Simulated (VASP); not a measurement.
Runs of VASP 6.6.1 on Ni. The structure is that of space group Pm-3m (No. 221), or close to it. The cells are those of the table. This isn't the form of Ni at room conditions, which is fcc.

```csv
spin,cell,k mesh,cutoff (eV),smearing,gap on the mesh (eV),pressure (GPa),moment (μB)
"collinear, ferromagnetic start","a = 2.347 Å, 1 atom",22 × 22 × 22,520,fermi-dirac 0.05 eV,none,0.2,(b)
off,"a = 2.345 Å, 1 atom",14 × 14 × 14,600,fermi-dirac 0.1 eV,none,0.0,-
"collinear, ferromagnetic start","a = 2.283 Å, 1 atom",15 × 15 × 15,520,fermi-dirac 0.05 eV,none,13.1,0.44
off,"a = 2.345 Å, 1 atom",15 × 15 × 15,600,fermi-dirac 0.1 eV,none,-0.1,-
off,"a = 2.406 Å, 1 atom",15 × 15 × 15,600,fermi-dirac 0.1 eV,none,-8.5,-
off,"a = 2.376 Å, 1 atom",15 × 15 × 15,600,fermi-dirac 0.1 eV,none,-4.8,-
"collinear, ferromagnetic start","a = 2.378 Å, 1 atom",15 × 15 × 15,520,fermi-dirac 0.05 eV,none,(a),0.66
"collinear, ferromagnetic start","a = 2.437 Å, 1 atom",15 × 15 × 15,520,fermi-dirac 0.05 eV,none,-10.2,0.79
```

Alike in all rows: task single point; level revPBE; potentials or basis VASP PAW PBE potentials, release 64 (Ni).

Task: Fill in the values left out.

Result: (a) -4.1; (b) 0.59.

Caveats: the PAW data sets were made with another functional, which shifts forces and pressure a little; the cell stands under tension (at least some runs); the cell stands under pressure (at least some runs).

A gap of «none» marks levels without a gap at the run's occupations.
